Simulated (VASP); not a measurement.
Cl, 20 atoms in the cell. The cell holds a disordered packing, 20 atoms: a = 8.434 Å, b = 8.434 Å, c = 8.434 Å, α = 90.00°, β = 90.00°, γ = 90.00°. 

| Quantity | Value |
| --- | --- |
| Program | VASP 6.6.1 |
| Task | single point |
| Functional | PBE |
| Potentials or basis | VASP PAW PBE potentials, release 64 (Cl) |
| Cutoff | 520 eV |
| k mesh | 1 × 1 × 1 |
| Occupations | fermi-dirac, width 0.05 eV |
| Spin | no spin polarisation |
| Dipole correction | no |
| Further INCAR settings | LREAL = Auto; ALGO = Normal; EDIFF = 1e-06; NBANDS = 86 |

Potentials or basis: VASP PAW PBE potentials, release 64 (Cl).

Run with:

```bash
$ cat potpaw_PBE.64/Cl/POTCAR > POTCAR
$ mpirun -np 1 vasp_gam > vasp.out
```

Hardware: 1 thread of Intel(R) Xeon(R) Platinum 8375C CPU @ 2.90GHz (Ice Lake), with other jobs on the host.

Question: How long does it take, and how much memory?

Answer: Wall time 90 s on 1 thread of Intel(R) Xeon(R) Platinum 8375C CPU @ 2.90GHz (Ice Lake), with other jobs on the host, peak memory 0.52 GiB. Counts: scf iterations 16, k points 1.
